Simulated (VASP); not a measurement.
# ZnS (F-43m) in VASP: further runs

The runs below take ZnS through single point, with PBE, r2SCAN.

Program: VASP 6.6.1. These are calculated values, not measurements. Logs are shortened: lines on timing, memory, paths and dates and some standing lists are left out, and cuts for length are marked.

## Step 1: The cell of the first run

It takes space group F-43m (No. 216, cubic). The conventional cell has a = 5.334 Å, b = 5.334 Å, c = 5.334 Å, α = 90.00°, β = 90.00°, γ = 90.00°. Within 3.1 Å of Zn (site symmetry -43m) lie 4 S at 2.31 Å. S (site symmetry -43m) has 4 Zn at 2.31 Å within 3.1 Å.

## Step 2: Single point, PBE (strain -1.0%)

File INCAR:

```
SYSTEM = ZnS
ALGO = Normal
EDIFF = 1E-6
ENCUT = 520
GGA = PE
ISIF = 2
ISMEAR = -1
LASPH = .True.
LCHARG = .False.
LREAL = .False.
LWAVE = .False.
NBANDS = 16
NELM = 60
PREC = Accurate
SIGMA = 0.02
```

File KPOINTS:

```
k-points
0
Gamma
  8 8 8
  0 0 0
```

File POSCAR:

```
ZnS
1.0
    0.0000000000      2.6671449750      2.6671449750
    2.6671449750      0.0000000000      2.6671449750
    2.6671449750      2.6671449750      0.0000000000
Zn S
1 1
Direct
    0.0000000000      0.0000000000      0.0000000000
    0.2500000000      0.2500000000      0.2500000000
```

Potentials or basis: VASP PAW PBE potentials, release 64 (Zn, S).

Command:

```
$ cat potpaw_PBE.64/Zn/POTCAR potpaw_PBE.64/S/POTCAR > POTCAR
$ mpirun -np 1 vasp_std > vasp.out
```

OUTCAR:

```text
SYSTEM = ZnS
   EDIFF = 1E-6
   ENCUT = 520
   GGA = PE
   ISIF = 2
   ISMEAR = -1
   LASPH = .True.
   LREAL = .False.
   NELM = 60
   PREC = Accurate

 ion  position               nearest neighbor table
   1  0.000  0.000  0.000-   2 2.31   2 2.31   2 2.31   2 2.31
   2  0.250  0.250  0.250-   1 2.31   1 2.31   1 2.31   1 2.31

  LATTYP: Found a face centered cubic cell.
 ALAT       =     5.3342899500

  Lattice vectors:

 A1 = (   0.0000000000,   2.6671449750,   2.6671449750)
 A2 = (   2.6671449750,   0.0000000000,   2.6671449750)
 A3 = (   2.6671449750,   2.6671449750,   0.0000000000)

Analysis of symmetry for initial positions (statically):
=====================================================================
 Subroutine PRICEL returns:
 Original cell was already a primitive cell.

 Routine SETGRP: Setting up the symmetry group for a
 face centered cubic supercell.

 Subroutine GETGRP returns: Found 24 space group operations
 (whereof 24 operations were pure point group operations)
 out of a pool of 48 trial point group operations.

The static configuration has the point symmetry T_d .

Analysis of symmetry for dynamics (positions and initial velocities):
=====================================================================
 Subroutine PRICEL returns:
 Original cell was already a primitive cell.

 Routine SETGRP: Setting up the symmetry group for a
 face centered cubic supercell.

 Subroutine GETGRP returns: Found 24 space group operations
 (whereof 24 operations were pure point group operations)
 out of a pool of 48 trial point group operations.

The dynamic configuration has the point symmetry T_d .

 Subroutine INISYM returns: Found 24 space group operations
 (whereof 24 operations are pure point group operations),
 and found     1 'primitive' translations

----------------------------------------------------------------------------------------

                                     Primitive cell

  volume of cell :      37.9463

  direct lattice vectors                    reciprocal lattice vectors
     0.000000000  2.667144975  2.667144975    -0.187466375  0.187466375  0.187466375
     2.667144975  0.000000000  2.667144975     0.187466375 -0.187466375  0.187466375
     2.667144975  2.667144975  0.000000000     0.187466375  0.187466375 -0.187466375

  length of vectors
     3.771912596  3.771912596  3.771912596     0.324701286  0.324701286  0.324701286

  position of ions in fractional coordinates (direct lattice)
     0.000000000  0.000000000  0.000000000
     0.250000000  0.250000000  0.250000000

  ion indices of the primitive-cell ions
   primitive index   ion index
                 1           1
                 2           2

----------------------------------------------------------------------------------------

 KPOINTS: k-points

Automatic generation of k-mesh.
 Grid dimensions read from file:
 generate k-points for:    8    8    8

 Generating k-lattice:

  Cartesian coordinates                     Fractional coordinates (reciprocal lattice)
    -0.023433297  0.023433297  0.023433297     0.125000000  0.000000000  0.000000000
     0.023433297 -0.023433297  0.023433297     0.000000000  0.125000000  0.000000000
     0.023433297  0.023433297 -0.023433297     0.000000000  0.000000000  0.125000000

  Length of vectors
     0.040587661  0.040587661  0.040587661

  Shift w.r.t. Gamma in fractional coordinates (k-lattice)
     0.000000000  0.000000000  0.000000000

 Subroutine IBZKPT returns following result:
 ===========================================

 Found     29 irreducible k-points:

 Following reciprocal coordinates:
            Coordinates               Weight
  0.000000  0.000000  0.000000      1.000000
  0.125000  0.000000  0.000000      8.000000
  0.250000  0.000000  0.000000      8.000000
  0.375000  0.000000  0.000000      8.000000
  0.500000  0.000000  0.000000      4.000000
  0.125000  0.125000  0.000000      6.000000
[... 16 lines left out ...]
  0.500000  0.250000  0.125000     48.000000
 -0.375000  0.250000  0.125000     24.000000
 [... further k-points ...]
   k-points           NKPTS =     29   k-points in BZ     NKDIM =     29   number of bands    NBANDS=     16
   number of dos      NEDOS =    301   number of ions     NIONS =      2
   total plane-waves  NPLWV =  21952
   dimension x,y,z NGX =    28 NGY =   28 NGZ =   28
   dimension x,y,z NGXF=    56 NGYF=   56 NGZF=   56
   ions per type =               1   1
   NGX,Y,Z   is equivalent  to a cutoff of  12.34, 12.34, 12.34 a.u.
   NGXF,Y,Z  is equivalent  to a cutoff of  24.68, 24.68, 24.68 a.u.
 SYSTEM =  ZnS
   PREC   = accura    normal or accurate (medium, high low for compatibility)
   ISTART =      0    job   : 0-new  1-cont  2-samecut
   ICHARG =      2    charge: 1-file 2-atom 10-const
   ISPIN  =      1    spin polarized calculation?
   LNONCOLLINEAR =      F non collinear calculations
   LSORBIT =      F    spin-orbit coupling
   LASPH  =      T    aspherical Exc in radial PAW
   ENCUT  =  520.0 eV  38.22 Ry    6.18 a.u.   7.01  7.01  7.01*2*pi/ulx,y,z
   NELM   =     60;   NELMIN=  2; NELMDL= -5     # of ELM steps
   EDIFF  = 0.1E-05   stopping-criterion for ELM
   LREAL  =      F    real-space projection
   EDIFFG = 0.1E-04   stopping-criterion for IOM
   NSW    =      0    number of steps for IOM
   IBRION =     -1    ionic relax: 0-MD 1-quasi-New 2-CG
   NFREE  =      0    steps in history (QN), initial steepest desc. (CG)
   ISIF   =      2    stress and relaxation
   ISYM   =      2    0-nonsym 1-usesym 2-fastsym
   POTIM  = 0.5000    time-step for ionic-motion
   TEBEG  =    0.0;   TEEND  =   0.0 temperature during run
   PSTRESS=    0.0 pullay stress
   NELECT =      18.0000    total number of electrons
   NUPDOWN=      -1.0000    fix difference up-down
   EMIN   =  10.00;   EMAX   =-10.00  energy-range for DOS
   EFERMI =   0.00;   METHOD = LEGACY
   ISMEAR =    -1;   SIGMA  =   0.02  broadening in eV -4-tet -1-fermi 0-gaus
   EFERMI_NEDOS =   21; number of points for ismear=-14 and -15
   IALGO  =     38    algorithm
   IMIX   =      4    mixing-type and parameters
     AMIX     =   0.40;   BMIX     =  1.00
     AMIX_MAG =   1.60;   BMIX_MAG =  1.00
  volume/ion in A,a.u.               =      18.97       128.04
  Fermi-wavevector in a.u.,A,eV,Ry     =   1.276759  2.412725 22.179053  1.630114
  Thomas-Fermi vector in A             =   2.409397
   LORBIT       =      0    0 simple, 1 ext, 2 COOP (PROOUT), +10 PAW based schemes
   GGA     = PE    functional components
[... 5 lines left out ...]
 non-spin polarized calculation
  energy-cutoff  :      520.00
  volume of cell :       37.95
 maximum number of plane-waves:      1036
   NGX = 13   NGY = 13   NGZ = 13

 number of electron      18.0000019 magnetization

 Free energy of the ion-electron system (eV)
  ---------------------------------------------------
  ext. energy  EPLUGINS =         0.00000000
  ---------------------------------------------------
  free energy    TOTEN  =        -6.81541175 eV

  energy without entropy =       -6.81541175  energy(sigma->0) =       -6.81541175

 E-fermi :   2.8539     XC(G=0):  -9.8148

 val. band max:        2.4791830859   @ k =   0.0000   0.0000   0.0000
 cond. band min:       4.7661085715   @ k =   0.0000   0.0000   0.0000
 fundamental gap:      2.2869254856
 Fermi energy:         2.8538527073

 k-point     1 :       0.0000    0.0000    0.0000
  band No.  band energies     occupation
      1     -10.9409      2.00000
      2      -4.0239      2.00000
      3      -4.0239      2.00000
      4      -4.0239      2.00000
      5      -3.4783      2.00000
      6      -3.4783      2.00000
[... 8 lines left out ...]
     15      14.2855      0.00000
     16      14.5692      0.00000

 k-point     2 :       0.1250    0.0000    0.0000
  band No.  band energies     occupation
      1     -10.8161      2.00000
      2      -4.0262      2.00000
      3      -4.0011      2.00000
      4      -4.0011      2.00000
      5      -3.4802      2.00000
      6      -3.4802      2.00000
[... 8 lines left out ...]
     15      13.6767      0.00000
     16      15.3436      0.00000

 k-point     3 :       0.2500    0.0000    0.0000
  band No.  band energies     occupation
      1     -10.4885      2.00000
      2      -3.9867      2.00000
      3      -3.9512      2.00000
      4      -3.9512      2.00000
      5      -3.4767      2.00000
      6      -3.4767      2.00000
[... 8 lines left out ...]
     15      13.4790      0.00000
     16      14.8003      0.00000

 k-point     4 :       0.3750    0.0000    0.0000
  band No.  band energies     occupation
      1     -10.1138      2.00000
      2      -3.9118      2.00000
      3      -3.9118      2.00000
      4      -3.7717      2.00000
      5      -3.4580      2.00000
      6      -3.4580      2.00000
[... 8 lines left out ...]
     15      14.6318      0.00000
     16      14.6318      0.00000

 k-point     5 :       0.5000    0.0000    0.0000
  band No.  band energies     occupation
      1      -9.9403      2.00000
      2      -3.8995      2.00000
      3      -3.8995      2.00000
      4      -3.4447      2.00000
      5      -3.4447      2.00000
      6      -3.2685      2.00000
[... 8 lines left out ...]
     15      15.9863      0.00000
     16      15.9863      0.00000

 k-point     6 :       0.1250    0.1250    0.0000
  band No.  band energies     occupation
      1     -10.7744      2.00000
      2      -4.0492      2.00000
      3      -3.9818      2.00000
      4      -3.9818      2.00000
      5      -3.4969      2.00000
      6      -3.4660      2.00000
[... 8 lines left out ...]
     15      14.4883      0.00000
     16      15.8956      0.00000
[... 267 lines left out ...]
 k-point    21 :       0.5000    0.5000    0.0000
  band No.  band energies     occupation
      1      -9.6024      2.00000
      2      -4.0882      2.00000
      3      -3.6493      2.00000
      4      -3.6493      2.00000
      5      -3.3945      2.00000
      6      -3.2478      2.00000
[... 8 lines left out ...]
     15      16.2490      0.00000
     16      17.1562      0.00000

 k-point    22 :       0.3750    0.2500    0.1250
  band No.  band energies     occupation
      1     -10.2310      2.00000
      2      -4.0158      2.00000
      3      -3.8820      2.00000
      4      -3.8546      2.00000
      5      -3.5044      2.00000
      6      -3.4362      2.00000
[... 8 lines left out ...]
     15      15.3681      0.00000
     16      17.8389      0.00000

 k-point    23 :       0.5000    0.2500    0.1250
  band No.  band energies     occupation
      1      -9.9169      2.00000
      2      -3.9132      2.00000
      3      -3.8499      2.00000
      4      -3.7090      2.00000
      5      -3.4604      2.00000
      6      -3.4037      2.00000
[... 8 lines left out ...]
     15      16.4449      0.00000
     16      16.9577      0.00000

 k-point    24 :      -0.3750    0.2500    0.1250
  band No.  band energies     occupation
      1      -9.7754      2.00000
      2      -3.8914      2.00000
      3      -3.8253      2.00000
      4      -3.5464      2.00000
      5      -3.4656      2.00000
      6      -3.1892      2.00000
[... 8 lines left out ...]
     15      16.0886      0.00000
     16      16.9234      0.00000

 [... further k-points ...]
[... 5 lines left out ...]
  --------------------------------------------------------------------------------------
  -------------------------------------------------------------------------------------
  Total        1.1900307      1.1900307      1.1900307      0.0000000      0.0000000      0.0000000
  in kB       50.2456989     50.2456989     50.2456989      0.0000000      0.0000000      0.0000000
  external PRESSURE =      50.2456989 kB  Pullay stress =       0.0000000 kB

 VOLUME and BASIS-vectors are now :
 -----------------------------------------------------------------------------
  energy-cutoff  :      520.00
  volume of cell :       37.95
      direct lattice vectors                 reciprocal lattice vectors
     0.000000000  2.667144975  2.667144975    -0.187466375  0.187466375  0.187466375
     2.667144975  0.000000000  2.667144975     0.187466375 -0.187466375  0.187466375
     2.667144975  2.667144975  0.000000000     0.187466375  0.187466375 -0.187466375

 POSITION                                       TOTAL-FORCE (eV/Angst)
 -----------------------------------------------------------------------------------
      0.00000      0.00000      0.00000        -0.000000     -0.000000     -0.000000
      1.33357      1.33357      1.33357         0.000000      0.000000      0.000000
 -----------------------------------------------------------------------------------
    total drift:                                0.000002      0.000002      0.000002

  FREE ENERGIE OF THE ION-ELECTRON SYSTEM (eV)
  ---------------------------------------------------
  free  energy   TOTEN  =        -6.8154117502 eV

  energy  without entropy=       -6.8154117502  energy(sigma->0) =       -6.81541175
```

Run time: 7.1 s. Hardware: 1 thread of Intel Xeon 6975P-C (Granite Rapids), shared host; peak memory 0.16 GiB.

What came out:

| Quantity | Value |
| --- | --- |
| Free energy | -6.8154 eV |
| Pressure | 5.0 GPa |
| Band gap on the k mesh | 2.29 eV, direct |

Caveat: the cell differs from its parent crystal (strain -1.0%).

## Step 3: Single point, PBE

This run uses another cell than the first one, of 19.55 Å³/atom, 1.031 times its volume.

File INCAR:

```
PREC     = Accurate       # precision mode
ENCUT    = 520            # plane-wave cutoff, eV
EDIFF    = 1E-7           # SCF threshold, eV
ISMEAR   = -1             # smearing method
SIGMA    = 0.02           # smearing width, eV
LREAL    = F              # projectors in reciprocal space
LASPH    = T              # aspherical terms in the spheres
NELM     = 80             # most SCF steps
ALGO     = Normal         # electronic algorithm
ISIF     = 2              # what is computed and relaxed
LWAVE    = F              # write WAVECAR
LCHARG   = T              # write CHGCAR
GGA      = PE             # functional
LELF     = T              # ELF
LVHAR    = T            
NBANDS   = 16             # bands
```

File KPOINTS:

```
regular mesh
0
Gamma
  8 8 8
```

File POSCAR:

```
ZnS
1.0
    0.0000000000      2.6940858334      2.6940858334
    2.6940858334      0.0000000000      2.6940858334
    2.6940858334      2.6940858334      0.0000000000
Zn S
1 1
Direct
    0.0000000000      0.0000000000      0.0000000000
    0.2500000000      0.2500000000      0.2500000000
```

Potentials or basis: VASP PAW PBE potentials, release 64 (Zn, S).

Command:

```
$ cat potpaw_PBE.64/Zn/POTCAR potpaw_PBE.64/S/POTCAR > POTCAR
$ mpirun -np 1 vasp_std > vasp.out
```

It took 9 s on 1 thread of Intel Xeon 6975P-C (Granite Rapids), shared host; peak memory 0.15 GiB.

The run converged. Its results:

```yaml
Free_energy: -6.8425 eV
Pressure: 2.5 GPa
Band_gap_on_the_k_mesh: 2.15 eV, direct
```

Levels at points of the mesh, in eV from the valence-band top:
| k point | band 6 | band 7 | band 8 | band 9 | band 10 | band 11 | band 12 | band 13 |
| --- | --- | --- | --- | --- | --- | --- | --- | --- |
| (0.00, 0.00, 0.00) | -5.87 | 0.00 | 0.00 | 0.00 | 2.15 | 6.39 | 6.39 | 6.39 |
| (0.50, 0.00, 0.00) | -5.66 | -5.35 | -0.88 | -0.88 | 3.33 | 6.92 | 6.92 | 8.91 |
| (0.50, 0.50, 0.00) | -5.65 | -4.59 | -2.25 | -2.25 | 3.39 | 4.07 | 11.04 | 12.03 |

As with any semilocal functional, this PBE gap is likely too small.

## Step 4: Single point, PBE (strain +4.0%)

File INCAR:

```
  ALGO = Normal
  EDIFF = 1E-6
  ENCUT = 520
  GGA = PE
  ISIF = 2
  ISMEAR = -1
  LASPH = T
  LCHARG = F
  LREAL = F
  LWAVE = F
  NBANDS = 16
  NELM = 100
  PREC = Accurate
  SIGMA = 0.02
```

File KPOINTS:

```
k-points
0
Gamma
  8 8 8
```

File POSCAR:

```
ZnS
1.0
    0.0000000000      2.8018492667      2.8018492667
    2.8018492667      0.0000000000      2.8018492667
    2.8018492667      2.8018492667      0.0000000000
Zn S
1 1
Direct
    0.0000000000      0.0000000000      0.0000000000
    0.2500000000      0.2500000000      0.2500000000
```

Command:

```
$ cat potpaw_PBE.64/Zn/POTCAR potpaw_PBE.64/S/POTCAR > POTCAR
$ mpirun -np 1 vasp_std > vasp.out
```

It took 10 s on 1 thread of Intel Xeon 6975P-C (Granite Rapids), shared host; peak memory 0.17 GiB.

Results (log left out):

```
Free energy            : -6.7941 eV
Pressure               : -4.9 GPa
Band gap on the k mesh : 1.65 eV, direct
```

Levels at points of the mesh, in eV from the valence-band top:
| k point | band 6 | band 7 | band 8 | band 9 | band 10 | band 11 | band 12 | band 13 |
| --- | --- | --- | --- | --- | --- | --- | --- | --- |
| (0.00, 0.00, 0.00) | -5.59 | 0.00 | 0.00 | 0.00 | 1.65 | 6.44 | 6.44 | 6.44 |
| (0.50, 0.00, 0.00) | -5.43 | -4.61 | -0.72 | -0.72 | 3.08 | 6.96 | 6.96 | 8.44 |
| (0.50, 0.50, 0.00) | -5.42 | -4.14 | -1.85 | -1.85 | 3.63 | 4.03 | 10.26 | 11.23 |

Caveat: the cell differs from its parent crystal (strain +4.0%).

(Continued in part 2 of 2.)
